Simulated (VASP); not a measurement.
Crystal: SnO2.

```
Sn O
1.0
     4.76482    0.00000    0.00000
     0.00000    4.76482    0.00000
     0.00000    0.00000    3.20750
Sn O
2 4
Cartesian
  2.3824 2.3824 1.6037
  0.0000 0.0000 0.0000
  0.9245 3.8403 1.6037
  3.8403 0.9245 1.6037
  1.4579 1.4579 0.0000
  3.3069 3.3069 0.0000
```

| Property | Result |
| --- | --- |
| Program | VASP 6.6.1 |
| Task | relaxation of cell and atoms |
| Functional | PBE |
| Potentials or basis | VASP PAW PBE potentials, release 64 (Sn_d, O) |
| Cutoff | 600 eV |
| k mesh | 6 × 6 × 8 |
| Occupations | gaussian, width 0.02 eV |
| Spin | no spin polarisation |

At the start: pressure 7.3 GPa; volume 12.14 Å³/atom.

Where does the relaxation end?

Over 9 steps the energy falls by 10.1 meV/atom and the volume is 12.61 Å³/atom (+3.9 %); space group P4_2/mnm (No. 136, to 0.1 Å) before and after.

The path:
```
step  energy change (eV)  largest force (eV/Å)  pressure (GPa)  volume (Å³)
   1              0.0000                0.0408            7.28        72.82
   2              0.0188                0.2360           -7.00        78.79
   3             -0.0587                0.1009            0.02        75.50
   4             -0.0587                0.0983            0.15        75.45
   5             -0.0605                0.0107            0.10        75.56
   6             -0.0605                0.0123            0.10        75.59
   7             -0.0606                0.0010           -0.09        75.68
   8             -0.0606                0.0039           -0.04        75.65
   9             -0.0606                0.0006            0.00        75.64
```

Final structure:
```
Sn O
1.0
     4.83008    0.00000    0.00000
     0.00000    4.83008    0.00000
     0.00000    0.00000    3.24220
Sn O
2 4
Direct
  0.50000 0.50000 0.50000
  0.00000 0.00000 0.00000
  0.19346 0.80654 0.50000
  0.80654 0.19346 0.50000
  0.30654 0.30654 0.00000
  0.69346 0.69346 0.00000
```
